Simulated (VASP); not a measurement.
# Cu10N in VASP: a series of runs

Cu10N is run at these levels: LDA; tasks: single point.

All numbers are computed with VASP 6.6.1; they aren't measurements. Logs are shortened: lines on timing, memory, paths and dates and some standing lists are left out, and cuts for length are marked.

### 1 The cell of the first run

The cell holds a slab with vacuum, 11 atoms: a = 3.519 Å, b = 3.519 Å, c = 26.037 Å, α = 90.00°, β = 90.00°, γ = 90.00°.

### 2 Single point, LDA

INCAR reads:

```
SYSTEM = Cu10N
PREC = Accurate
ENCUT = 520
EDIFF = 1E-6
ISMEAR = 0
SIGMA = 0.1
LREAL = .False.
LASPH = .True.
NELM = 120
ALGO = Normal
ISIF = 2
LWAVE = .False.
LCHARG = .False.
LDIPOL = .True.
IDIPOL = 3
DIPOL = 0.5 0.5 0.482
GGA = CA
NBANDS = 68
GGA_COMPAT = .False.
NELMDL = -8
```

KPOINTS reads:

```
regular mesh
0
Gamma
  8 8 1
  0 0 0
```

POSCAR reads:

```
Cu10N
1.0
    3.5186379850      0.0000000000      0.0000000000
    0.0000000000      3.5186379850      0.0000000000
    0.0000000000      0.0000000000     26.0372759700
Cu N
10 1
Direct
    0.0000000000      0.5000000000      0.3264550412
    0.5000000000      0.0000000000      0.3264550412
    0.5000000000      0.5000000000      0.3940242828
    0.0000000000      0.0000000000      0.3940242828
    0.0000000000      0.5000000000      0.4611982839
    0.5000000000      0.0000000000      0.4624100299
    0.5000000000      0.5000000000      0.5284301761
    0.0000000000      0.0000000000      0.5284301761
    0.0000000000      0.5000000000      0.6387843504
    0.5000000000      0.0000000000      0.5898801768
    0.5000000000      0.0000000000      0.6555183963
```

Potentials or basis: VASP PAW LDA potentials, release 64 (Cu, N).

Launch:

```
> cat potpaw_LDA.64/Cu/POTCAR potpaw_LDA.64/N/POTCAR > POTCAR
> mpirun -np 1 vasp_std > vasp.out
```

OUTCAR:

```text
SYSTEM = Cu10N
   PREC = Accurate
   ENCUT = 520
   EDIFF = 1E-6
   ISMEAR = 0
   LREAL = .False.
   LASPH = .True.
   NELM = 120
   ISIF = 2
   GGA = CA
   NELMDL = -8

 ion  position               nearest neighbor table
   1  0.000  0.500  0.326-   3 2.49   4 2.49   4 2.49   3 2.49   2 2.49   2 2.49   2 2.49   2 2.49

   2  0.500  0.000  0.326-   3 2.49   4 2.49   3 2.49   4 2.49   1 2.49   1 2.49   1 2.49   1 2.49

   3  0.500  0.500  0.394-   5 2.48   5 2.48   1 2.49   2 2.49   1 2.49   2 2.49   4 2.49   4 2.49
                             4 2.49   4 2.49   6 2.50   6 2.50
   4  0.000  0.000  0.394-   5 2.48   5 2.48   1 2.49   1 2.49   2 2.49   2 2.49   3 2.49   3 2.49
                             3 2.49   3 2.49   6 2.50   6 2.50
   5  0.000  0.500  0.461-   3 2.48   4 2.48   4 2.48   3 2.48   7 2.48   8 2.48   8 2.48   7 2.48
                             6 2.49   6 2.49   6 2.49   6 2.49
   6  0.500  0.000  0.462-   7 2.46   8 2.46   7 2.46   8 2.46   5 2.49   5 2.49   5 2.49   5 2.49
                             4 2.50   3 2.50   4 2.50   3 2.50
   7  0.500  0.500  0.528-  10 2.38  10 2.38   6 2.46   6 2.46   5 2.48   5 2.48   8 2.49   8 2.49
                             8 2.49   8 2.49
   8  0.000  0.000  0.528-  10 2.38  10 2.38   6 2.46   6 2.46   5 2.48   5 2.48   7 2.49   7 2.49
                             7 2.49   7 2.49
   9  0.000  0.500  0.639-
  10  0.500  0.000  0.590-  11 1.71   8 2.38   7 2.38   7 2.38   8 2.38
  11  0.500  0.000  0.656-  10 1.71

  LATTYP: Found a simple tetragonal cell.
 ALAT       =     3.5186379850
 C/A-ratio  =     7.3998166566

  Lattice vectors:

 A1 = (   3.5186379850,   0.0000000000,   0.0000000000)
 A2 = (   0.0000000000,   3.5186379850,   0.0000000000)
 A3 = (   0.0000000000,   0.0000000000,  26.0372759700)

Analysis of symmetry for initial positions (statically):
=====================================================================
 Subroutine PRICEL returns:
 Original cell was already a primitive cell.

 Routine SETGRP: Setting up the symmetry group for a
 simple tetragonal supercell.

 Subroutine GETGRP returns: Found  8 space group operations
 (whereof  4 operations were pure point group operations)
 out of a pool of 16 trial point group operations.

The static configuration has the point symmetry C_2v.
 The point group associated with its full space group is C_4v.

Analysis of symmetry for dynamics (positions and initial velocities):
=====================================================================
 Subroutine PRICEL returns:
 Original cell was already a primitive cell.

 Routine SETGRP: Setting up the symmetry group for a
 simple tetragonal supercell.

 Subroutine GETGRP returns: Found  8 space group operations
 (whereof  4 operations were pure point group operations)
 out of a pool of 16 trial point group operations.

The dynamic configuration has the point symmetry C_2v.
 The point group associated with its full space group is C_4v.

 Subroutine INISYM returns: Found  8 space group operations
 (whereof  4 operations are pure point group operations),
 and found     1 'primitive' translations

----------------------------------------------------------------------------------------

                                     Primitive cell

  volume of cell :     322.3627

  direct lattice vectors                    reciprocal lattice vectors
     3.518637985  0.000000000  0.000000000     0.284200877  0.000000000  0.000000000
     0.000000000  3.518637985  0.000000000     0.000000000  0.284200877  0.000000000
     0.000000000  0.000000000 26.037275970     0.000000000  0.000000000  0.038406475

  length of vectors
     3.518637985  3.518637985 26.037275970     0.284200877  0.284200877  0.038406475

  position of ions in fractional coordinates (direct lattice)
     0.000000000  0.500000000  0.326455041
     0.500000000  0.000000000  0.326455041
     0.500000000  0.500000000  0.394024283
     0.000000000  0.000000000  0.394024283
     0.000000000  0.500000000  0.461198284
     0.500000000  0.000000000  0.462410030
     0.500000000  0.500000000  0.528430176
     0.000000000  0.000000000  0.528430176
     0.000000000  0.500000000  0.638784350
     0.500000000  0.000000000  0.589880177
     0.500000000  0.000000000  0.655518396

  ion indices of the primitive-cell ions
   primitive index   ion index
                 1           1
                 2           2
                 3           3
                 4           4
                 5           5
                 6           6
                 7           7
                 8           8
                 9           9
                10          10
                11          11

----------------------------------------------------------------------------------------

 KPOINTS: regular mesh

Automatic generation of k-mesh.
 Grid dimensions read from file:
 generate k-points for:    8    8    1

 Generating k-lattice:

  Cartesian coordinates                     Fractional coordinates (reciprocal lattice)
     0.035525110  0.000000000  0.000000000     0.125000000  0.000000000  0.000000000
     0.000000000  0.035525110  0.000000000     0.000000000  0.125000000  0.000000000
     0.000000000  0.000000000  0.038406475     0.000000000  0.000000000  1.000000000

  Length of vectors
     0.035525110  0.035525110  0.038406475

  Shift w.r.t. Gamma in fractional coordinates (k-lattice)
     0.000000000  0.000000000  0.000000000

 Subroutine IBZKPT returns following result:
 ===========================================

 Found     15 irreducible k-points:

 Following reciprocal coordinates:
            Coordinates               Weight
  0.000000  0.000000  0.000000      1.000000
  0.125000  0.000000  0.000000      4.000000
  0.250000  0.000000  0.000000      4.000000
  0.375000  0.000000  0.000000      4.000000
  0.500000  0.000000  0.000000      2.000000
  0.125000  0.125000  0.000000      4.000000
  0.250000  0.125000  0.000000      8.000000
  0.375000  0.125000  0.000000      8.000000
  0.500000  0.125000  0.000000      4.000000
  0.250000  0.250000  0.000000      4.000000
  0.375000  0.250000  0.000000      8.000000
  0.500000  0.250000  0.000000      4.000000
  0.375000  0.375000  0.000000      4.000000
  0.500000  0.375000  0.000000      4.000000
  0.500000  0.500000  0.000000      1.000000
   k-points           NKPTS =     15   k-points in BZ     NKDIM =     15   number of bands    NBANDS=     68
   number of dos      NEDOS =    301   number of ions     NIONS =     11
   total plane-waves  NPLWV = 153664
   dimension x,y,z NGX =    28 NGY =   28 NGZ =  196
   dimension x,y,z NGXF=    56 NGYF=   56 NGZF=  392
   ions per type =              10   1
   NGX,Y,Z   is equivalent  to a cutoff of  13.23, 13.23, 12.51 a.u.
   NGXF,Y,Z  is equivalent  to a cutoff of  26.46, 26.46, 25.03 a.u.
 SYSTEM =  Cu10N
   PREC   = accura    normal or accurate (medium, high low for compatibility)
   ISTART =      0    job   : 0-new  1-cont  2-samecut
   ICHARG =      2    charge: 1-file 2-atom 10-const
   ISPIN  =      1    spin polarized calculation?
   LNONCOLLINEAR =      F non collinear calculations
   LSORBIT =      F    spin-orbit coupling
   LASPH  =      T    aspherical Exc in radial PAW
   ENCUT  =  520.0 eV  38.22 Ry    6.18 a.u.   6.54  6.54 48.41*2*pi/ulx,y,z
   NELM   =    120;   NELMIN=  2; NELMDL= -8     # of ELM steps
   EDIFF  = 0.1E-05   stopping-criterion for ELM
   LREAL  =      F    real-space projection
   EDIFFG = 0.1E-04   stopping-criterion for IOM
   NSW    =      0    number of steps for IOM
   IBRION =     -1    ionic relax: 0-MD 1-quasi-New 2-CG
   NFREE  =      0    steps in history (QN), initial steepest desc. (CG)
   ISIF   =      2    stress and relaxation
   ISYM   =      2    0-nonsym 1-usesym 2-fastsym
   POTIM  = 0.5000    time-step for ionic-motion
   TEBEG  =    0.0;   TEEND  =   0.0 temperature during run
   PSTRESS=    0.0 pullay stress
   NELECT =     115.0000    total number of electrons
   NUPDOWN=      -1.0000    fix difference up-down
   EMIN   =  10.00;   EMAX   =-10.00  energy-range for DOS
   EFERMI =   0.00;   METHOD = LEGACY
   ISMEAR =     0;   SIGMA  =   0.10  broadening in eV -4-tet -1-fermi 0-gaus
   EFERMI_NEDOS =   21; number of points for ismear=-14 and -15
   IALGO  =     38    algorithm
   IMIX   =      4    mixing-type and parameters
     AMIX     =   0.40;   BMIX     =  1.00
     AMIX_MAG =   1.60;   BMIX_MAG =  1.00
  volume/ion in A,a.u.               =      29.31       197.76
  Fermi-wavevector in a.u.,A,eV,Ry     =   1.161072  2.194108 18.341858  1.348089
  Thomas-Fermi vector in A             =   2.297648
   LORBIT       =      0    0 simple, 1 ext, 2 COOP (PROOUT), +10 PAW based schemes
   GGA     = CA    functional components
   LHFCALC =     F    Hartree Fock is set to
   AEXX    =    0.0000 exact exchange contribution
   IVDW    =     0    specifies the selected vdW correction
   LEPSILON=     F    determine dielectric tensor
   LRPA    =     F    only Hartree local field effects (RPA)
 non-spin polarized calculation
 Gauss-broadening in eV      SIGMA  =   0.10
  energy-cutoff  :      520.00
  volume of cell :      322.36
 maximum number of plane-waves:      8761
 NGX is ok and might be reduce to    28
   NGX = 13   NGY = 13   NGZ = 97

 dipolmoment           0.000000      0.000000     -0.263829 electrons x Angstroem

 number of electron     115.0000041 magnetization

 dipolmoment           0.000000      0.000000      0.122757 electrons x Angstroem

 Free energy of the ion-electron system (eV)
  ---------------------------------------------------
  ext. energy  EPLUGINS =         0.00000000
  ---------------------------------------------------
  free energy    TOTEN  =       -49.40861129 eV

  energy without entropy =      -49.37461475  energy(sigma->0) =      -49.39161302

 E-fermi :  -0.6867     XC(G=0):  -5.7845

 val. band max:       -0.7085064153   @ k =   0.3750   0.3750   0.0000
 cond. band min:      -0.6500400910   @ k =   0.5000   0.3750   0.0000
 fundamental gap:      0.0584663243
 Fermi energy:        -0.6866897342

 k-point     1 :       0.0000    0.0000    0.0000
  band No.  band energies     occupation
      1     -13.9861      2.00000
      2     -10.1242      2.00000
      3      -8.6268      2.00000
      4      -6.8266      2.00000
      5      -6.0006      2.00000
      6      -5.9088      2.00000
[... 60 lines left out ...]
     67       5.5212      0.00000
     68       6.5695      0.00000

 k-point     2 :       0.1250    0.0000    0.0000
  band No.  band energies     occupation
      1     -13.9387      2.00000
      2      -9.9280      2.00000
      3      -8.4463      2.00000
      4      -6.6814      2.00000
      5      -5.9260      2.00000
      6      -5.8254      2.00000
[... 60 lines left out ...]
     67       5.2507      0.00000
     68       5.6818      0.00000

 k-point     3 :       0.2500    0.0000    0.0000
  band No.  band energies     occupation
      1     -13.8199      2.00000
      2      -9.3515      2.00000
      3      -7.9233      2.00000
      4      -6.2903      2.00000
      5      -5.8846      2.00000
      6      -5.6568      2.00000
[... 841 lines left out ...]
     67       3.0957      0.00000
     68       4.7023      0.00000

 k-point    15 :       0.5000    0.5000    0.0000
  band No.  band energies     occupation
      1     -13.4704      2.00000
      2      -6.1319      2.00000
      3      -6.1227      2.00000
      4      -6.0978      2.00000
      5      -6.0978      2.00000
      6      -5.7833      2.00000
[... 60 lines left out ...]
     67       2.8848      0.00000
     68       4.9502      0.00000

------------------------ aborting loop because EDIFF is reached ----------------------------------------

 vacuum level on the upper side and lower side of the slab       (xc-potential included)         0.635        -1.128

  FORCE on cell =-STRESS in cart. coord.  units (eV):
  Direction    XX          YY          ZZ          XY          YZ          ZX
  --------------------------------------------------------------------------------------
  -------------------------------------------------------------------------------------
  Total       -8.1048842     -8.1048842     -0.2245771      0.0000000      0.0000000      0.0000000
  in kB      -40.2821534    -40.2821534     -1.1161725      0.0000000      0.0000000      0.0000000
  external PRESSURE =     -27.2268264 kB  Pullay stress =       0.0000000 kB

 VOLUME and BASIS-vectors are now :
 -----------------------------------------------------------------------------
  energy-cutoff  :      520.00
  volume of cell :      322.36
      direct lattice vectors                 reciprocal lattice vectors
     3.518637985  0.000000000  0.000000000     0.284200877  0.000000000  0.000000000
     0.000000000  3.518637985  0.000000000     0.000000000  0.284200877  0.000000000
     0.000000000  0.000000000 26.037275970     0.000000000  0.000000000  0.038406475

 POSITION                                       TOTAL-FORCE (eV/Angst)
 -----------------------------------------------------------------------------------
      0.00000      1.75932      8.50000         0.000000      0.000000      0.218346
      1.75932      0.00000      8.50000         0.000000      0.000000      0.263840
      1.75932      1.75932     10.25932         0.000000      0.000000     -0.275858
      0.00000      0.00000     10.25932         0.000000      0.000000     -0.275858
      0.00000      1.75932     12.00835         0.000000      0.000000      0.002661
      1.75932      0.00000     12.03990         0.000000      0.000000     -0.001649
      1.75932      1.75932     13.75888         0.000000      0.000000      0.011125
      0.00000      0.00000     13.75888         0.000000      0.000000      0.011125
      0.00000      1.75932     16.63220         0.000000      0.000000      0.027284
      1.75932      0.00000     15.35887         0.000000      0.000000     -0.138298
      1.75932      0.00000     17.06791         0.000000      0.000000      0.157281
 -----------------------------------------------------------------------------------
    total drift:                                0.000000     -0.000000     -0.002639

  FREE ENERGIE OF THE ION-ELECTRON SYSTEM (eV)
  ---------------------------------------------------
  free  energy   TOTEN  =       -49.4086112913 eV

  energy  without entropy=      -49.3746147510  energy(sigma->0) =      -49.39161302

 vacuum level on the upper side and lower side of the slab         5.726         3.923
```

Wall time 9.9 min (1 thread of Intel Xeon 6975P-C (Granite Rapids), shared host); peak memory 0.42 GiB.

What came out:

| Item | Value |
| --- | --- |
| Free energy | -49.4086 eV |
| Largest force | 0.276 eV/Å |
| Band gap on the k mesh | zero (an odd number of electrons rules out a gap without spin polarisation) |

Forces on the atoms (eV/Å):
```
Cu   0.000  0.000  0.218
Cu   0.000  0.000  0.264
Cu   0.000  0.000 -0.276
Cu   0.000  0.000 -0.276
Cu   0.000  0.000  0.003
Cu   0.000  0.000 -0.002
Cu   0.000  0.000  0.011
Cu   0.000  0.000  0.011
Cu   0.000  0.000  0.027
Cu   0.000  0.000 -0.138
N    0.000  0.000  0.157
```

With open d or f shells a metallic result of LDA can be an artefact of self-interaction; +U or a hybrid may open a gap.

(Continued in part 2 of 2.)
